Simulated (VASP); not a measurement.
Write the native input for VASP 6.6.1 that does the following.

```
Task                   : single point
Functional             : PBE
Potentials or basis    : VASP PAW PBE potentials, release 64 (In_d, Ir, C, N)
Cutoff                 : 520 eV
k mesh                 : 4 × 4 × 4
Occupations            : gaussian, width 0.1 eV
Spin                   : collinear spin
Starting moments       : [0.0, 1.0, 0.0, 0.0, 0.0, 0.0, 0.0, 0.0, 0.0, 0.0] μB
Dipole correction      : no
Further INCAR settings : ALGO = Normal; EDIFF = 1e-06; NBANDS = 44
```

The structure of InIrC4N4 lies in POSCAR:

```
InIrC4N4
1.0
    5.9865449400      0.0000000000      0.0000000000
    0.0000000000      5.9865449400      0.0000000000
    0.0000000000      0.0000000000      5.9865449400
In Ir C N
1 1 4 4
Direct
    0.5000000000      0.5000000000      0.5000000000
    0.0000000000      0.0000000000      0.0000000000
    0.1848780000      0.1848780000      0.1848780000
    0.1848780000      0.8151220000      0.8151220000
    0.8151220000      0.1848780000      0.8151220000
    0.8151220000      0.8151220000      0.1848780000
    0.2977143400      0.2977143400      0.2977143400
    0.2977143400      0.7022856600      0.7022856600
    0.7022856600      0.2977143400      0.7022856600
    0.7022856600      0.7022856600      0.2977143400
```

These files were run (other wordings do the same):

INCAR

```
SYSTEM = InIrC4N4
PREC = Accurate
ENCUT = 520
EDIFF = 1E-6
ISMEAR = 0
SIGMA = 0.1
LREAL = .FALSE.
LASPH = .TRUE.
NELM = 150
ALGO = Normal
ISIF = 2
LWAVE = .FALSE.
LCHARG = .FALSE.
ISPIN = 2
MAGMOM = 0 1 0 0 0 0 0 0 0 0
LORBIT = 11
LMAXMIX = 4
GGA = PE
NBANDS = 44
```

KPOINTS

```
Automatic mesh
0
G
  4 4 4
  0 0 0
```

Potentials or basis: VASP PAW PBE potentials, release 64 (In_d, Ir, C, N).

The run is started by

```sh
$ cat potpaw_PBE.64/In_d/POTCAR potpaw_PBE.64/Ir/POTCAR potpaw_PBE.64/C/POTCAR potpaw_PBE.64/N/POTCAR > POTCAR
$ mpirun -np 1 vasp_std > vasp.out
```

It gave:

```json
{
  "Pressure": "3.4 GPa",
  "Largest force": "2.233 eV/Å",
  "Band gap on the k mesh": "zero (filled and empty bands overlap)",
  "Net moment": "2.00 μB per cell",
  "Site moments": "In +0.01; Ir +0.91; C +0.02; N +0.10 μB",
  "Valence electrons inside the program's atomic spheres": "In 11.37; Ir 8.96; C 2.58; N 3.93"
}
```

Caveat: the cell stands under pressure; spin-orbit coupling is left out, which moves the levels of the heavy elements; forces of over 1 eV/Å act on the atoms, so gaps and moduli don't describe the material at rest.

It took 4.8 min on 1 thread of Intel(R) Xeon(R) Platinum 8488C (Sapphire Rapids), on a shared host, peak memory 0.49 GiB.
